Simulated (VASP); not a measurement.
The system is PtSe2 (Sudovikovite).

```xyz
3
Lattice="3.6480 0.0000 0.0000 -1.8240 3.1592 0.0000 0.0000 0.0000 4.9587" Properties=species:S:1:pos:R:3 pbc="T T T"
Pt    0.0000    0.0000    0.0000
Se    1.8240    1.0531    3.7190
Se    0.0000    2.1062    1.2397
```

This cell differs from its parent crystal: volume scaled by 0.94.

Base run:

| Property | Result |
| --- | --- |
| Program | VASP 6.6.1 |
| Functional | PBEsol |
| Potentials or basis | VASP PAW PBE potentials, release 64 (Pt, Se) |
| Cutoff | 520 eV |
| k mesh | 8 × 8 × 5 |
| Occupations | fermi-dirac, width 0.05 eV |
| Spin | no spin polarisation |

Its results: band gap on the k mesh zero (band 11 reaches 7.71 eV, above the bottom of band 12 at 7.37 eV); pressure 12.2 GPa; largest force 1.235 eV/Å.

Q: The run is repeated on the same cell with these changes: functional from PBEsol to LDA; potentials or basis from VASP PAW PBE potentials, release 64 (Pt, Se) to VASP PAW LDA potentials, release 64 (Pt, Se). What comes out?

A: Band gap on the k mesh zero (band 11 reaches 7.82 eV, above the bottom of band 12 at 7.48 eV); pressure 9.6 GPa; largest force 1.112 eV/Å.

Caveats: spin-orbit coupling is left out, which moves the levels of the heavy elements; the PAW data sets were made with another functional, which shifts forces and pressure a little (some runs); forces of over 1 eV/Å act on the atoms, so gaps and moduli don't describe the material at rest (some runs).
